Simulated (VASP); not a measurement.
Write the native input for VASP 6.6.1 that does the following.

```yaml
Task: single point
Functional: LDA
Potentials_or_basis: VASP PAW LDA potentials, release 64 (Ni, Al)
Cutoff: 520 eV
k_mesh: 9 × 9 × 9
Occupations: fermi-dirac, width 0.05 eV
Spin: collinear spin, ferromagnetic start
Starting_moments: "[1.0, 0.0] μB"
Dipole_correction: no
Further_INCAR_settings: ALGO = Fast; EDIFF = 1e-06; NBANDS = 18
```

The structure of AlNi lies in POSCAR:

```
AlNi
1.0
    2.8420627945      0.0000000000      0.0000000000
    0.0000000000      2.8420627945      0.0000000000
    0.0000000000      0.0000000000      2.8420627945
Ni Al
1 1
Direct
    0.5000000000      0.5000000000      0.5000000000
    0.0000000000      0.0000000000      0.0000000000
```

The input as run:

INCAR

```
  PREC = Accurate
  ENCUT = 520
  EDIFF = 1E-6
  ISMEAR = -1
  SIGMA = 0.05
  LREAL = False
  LASPH = True
  NELM = 150
  ALGO = Fast
  ISIF = 2
  LWAVE = False
  LCHARG = False
  ISPIN = 2
  MAGMOM = 1 0
  LORBIT = 11
  LMAXMIX = 4
  GGA = CA
  NBANDS = 18
```

KPOINTS

```
regular mesh
0
Gamma
  9 9 9
```

Potentials or basis: VASP PAW LDA potentials, release 64 (Ni, Al).

Command:

```console
$ cat potpaw_LDA.64/Ni/POTCAR potpaw_LDA.64/Al/POTCAR > POTCAR
$ mpirun -np 1 vasp_std > vasp.out
```

It gave:

```yaml
Pressure: -1.7 GPa
Net_moment: 0.00 μB per cell
Valence_electrons_inside_the_program's_atomic_spheres: Ni 9.56; Al 0.83
```

Run time: 14 s on 1 thread of Intel(R) Xeon(R) Platinum 8488C (Sapphire Rapids), on a shared host, peak memory 0.14 GiB.
